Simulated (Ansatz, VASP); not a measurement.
Ca in VASP and in Ansatz

```xyz
1
Lattice="0.0000 2.6715 2.6715 2.6715 0.0000 2.6715 2.6715 2.6715 0.0000" Properties=species:S:1:pos:R:3 pbc="T T T"
Ca    0.0000    0.0000    0.0000
```

Alike in both runs: task single point; functional LDA; k mesh 17 × 17 × 17; occupations fermi-dirac, width 0.1 eV; no spin polarisation.

|  | VASP | Ansatz |
| --- | --- | --- |
| version | VASP 6.6.1 | Ansatz 0.2.0 |
| potentials or method | VASP PAW LDA potentials, release 64 (Ca_sv), cutoff 520 eV | plane waves (420 eV) with PAW, scalar-relativistic |
| valence electrons in the cell | 10 | 10 |

|  | VASP | Ansatz | Ansatz less VASP |
| --- | --- | --- | --- |
| pressure (GPa) | 0.0 | 0.0 | -0.01 |

Ansatz warns that its potentials were made for another functional, while VASP's fit it. LDA's correlation is that of Perdew and Zunger in VASP and of Perdew and Wang (1992) in Ansatz.
